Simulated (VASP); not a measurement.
Write the native input for VASP 6.6.1 that does the following.

* Task: relaxation of cell and atoms
* Functional: PBE
* Potentials or basis: VASP PAW PBE potentials, release 64 (Cd)
* Cutoff: 600 eV
* k mesh: 16 × 16 × 16
* Occupations: gaussian, width 0.1 eV
* Spin: no spin polarisation
* Dipole correction: no
* Further INCAR settings: ALGO = Normal; EDIFF = 1e-07; IBRION = 2; EDIFFG = -0.005; NSW = 100; ISIF = 3

The structure of Cd lies in POSCAR:

```
Cd
1.0
    0.0000000000      2.2181497500      2.2181497500
    2.2181497500      0.0000000000      2.2181497500
    2.2181497500      2.2181497500      0.0000000000
Cd
1
Direct
    0.0000000000      0.0000000000      0.0000000000
```

These files were run (other wordings do the same):

INCAR

```
SYSTEM = Cd
ALGO     = Normal         ! electronic algorithm
EDIFF    = 1E-7           ! SCF threshold, eV
EDIFFG   = -0.005         ! ionic threshold
ENCUT    = 600            ! plane-wave cutoff, eV
GGA      = PE             ! functional
IBRION   = 2              ! ionic algorithm
ISIF     = 3              ! what is computed and relaxed
ISMEAR   = 0              ! smearing method
LASPH    = .True.         ! aspherical terms in the spheres
LCHARG   = .False.        ! write CHGCAR
LREAL    = .False.        ! projectors in reciprocal space
LWAVE    = .False.        ! write WAVECAR
NELM     = 80             ! most SCF steps
NSW      = 100            ! ionic steps
PREC     = Accurate       ! precision mode
SIGMA    = 0.1            ! smearing width, eV
```

KPOINTS

```
k-points
0
Gamma
  16 16 16
  0 0 0
```

Potentials or basis: VASP PAW PBE potentials, release 64 (Cd).

Launch:

```console
$ cat potpaw_PBE.64/Cd/POTCAR > POTCAR
$ mpirun -np 1 vasp_std > vasp.out
```

It gave:

- Relaxed volume: 22.99 Å³/atom
- Relaxed cell: a = 3.192 Å, b = 3.192 Å, c = 3.192 Å, α = 60.00°, β = 60.00°, γ = 60.00°
- Space group after relaxing (to 0.05 Å): Fm-3m (No. 225)
- Energy gained by relaxing: 8.5 meV/atom
- Ionic steps: 3
- Pressure after relaxing: 0.0 GPa
- Band gap on the k mesh: zero (band 6 reaches 4.30 eV, above the bottom of band 7 at 1.07 eV)

Wall time 32 s on 1 thread of Intel(R) Xeon(R) 6975P-C (Granite Rapids), on a shared host, peak memory 0.19 GiB.
